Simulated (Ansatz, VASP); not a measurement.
## Two plane-wave programs on SnSe2

```xyz
3
Lattice="3.8366 0.0000 0.0000 -1.9183 3.3226 0.0000 0.0000 0.0000 6.0245" Properties=species:S:1:pos:R:3 pbc="T T T"
Sn    0.0000    0.0000    0.0000
Se    0.0000    2.2151    1.5948
Se    1.9183    1.1075    4.4297
```

Alike in both runs: functional PBE; dispersion D4; k mesh 6 × 6 × 4; occupations gaussian, width 0.1 eV; no spin polarisation.

Ansatz relaxed the structure, and its values are those at the end. VASP's run is a single point on that final structure, the one shown.

|  | VASP | Ansatz |
| --- | --- | --- |
| version | VASP 6.6.1 | Ansatz 0.2.0 |
| potentials or method | VASP PAW PBE potentials, release 64 (Sn_d, Se), cutoff 520 eV | scalar-relativistic, plane waves, PAW |
| valence electrons in the cell | 26 | 46 |

Ansatz gave:

```
gap on the k mesh at the Fermi level (eV) : 0.65
least direct gap on the mesh (eV)         : 0.86
pressure (GPa)                            : 0.0
rms of the force components (eV/Å)        : 0.005
```

Task: What did VASP give for the same quantities?

Result: gap on the k mesh at the Fermi level (eV): 0.65; least direct gap on the mesh (eV): 0.84; pressure (GPa): 0.1; rms of the force components (eV/Å): 0.001.

VASP's potentials hold 26 valence electrons a cell and Ansatz's 46, so a difference there can come from the potentials and not from the codes.
